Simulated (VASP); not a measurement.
Wanted: the native input for a VASP 6.6.1 run.

* Task: single point
* Functional: LDA
* Potentials or basis: VASP PAW LDA potentials, release 64 (La)
* Cutoff: 520 eV
* k mesh: 11 × 11 × 6
* Occupations: fermi-dirac, width 0.05 eV
* Spin: no spin polarisation
* Dipole correction: no
* Further INCAR settings: ALGO = Normal; EDIFF = 1e-06; NBANDS = 18

The structure of La lies in POSCAR:

```
La
1.0
    3.7125020302      0.0000000000      0.0000000000
   -1.8562510150      3.2151210697      0.0000000000
    0.0000000000      0.0000000000      6.0700000000
La
2
Direct
    0.3333333333      0.6666666667      0.2500000000
    0.6666666667      0.3333333333      0.7500000000
```

This cell differs from its parent crystal: equal xx and yy strain of -1 %.

These files were run (other wordings do the same):

INCAR

```
SYSTEM = La
PREC     = Accurate       ! precision mode
ENCUT    = 520            ! plane-wave cutoff, eV
EDIFF    = 1E-6           ! SCF threshold, eV
ISMEAR   = -1             ! smearing method
SIGMA    = 0.05           ! smearing width, eV
LREAL    = .FALSE.        ! projectors in reciprocal space
LASPH    = .TRUE.         ! aspherical terms in the spheres
NELM     = 100            ! most SCF steps
ALGO     = Normal         ! electronic algorithm
ISIF     = 2              ! what is computed and relaxed
LWAVE    = .FALSE.        ! write WAVECAR
LCHARG   = .TRUE.         ! write CHGCAR
GGA      = CA             ! functional
LELF     = .TRUE.         ! ELF
LVHAR    = .TRUE.       
NBANDS   = 18             ! bands
```

KPOINTS

```
regular mesh
0
G
  11 11 6
  0 0 0
```

Potentials or basis: VASP PAW LDA potentials, release 64 (La).

Command:

```bash
$ cat potpaw_LDA.64/La/POTCAR > POTCAR
$ mpirun -np 1 vasp_std > vasp.out
```

Results of the run:

```json
{
 "Pressure": "-2.7 GPa",
 "Band gap on the k mesh": "zero (bands 11 and 12 overlap by 1.41 eV)"
}
```

Caveat: the cell differs from its parent crystal (equal xx and yy strain of -1 %); spin-orbit coupling is left out, which moves the levels of the heavy elements.

Run time: 2 min on 1 thread of Intel Xeon 8259CL (shared host), peak memory 0.22 GiB.
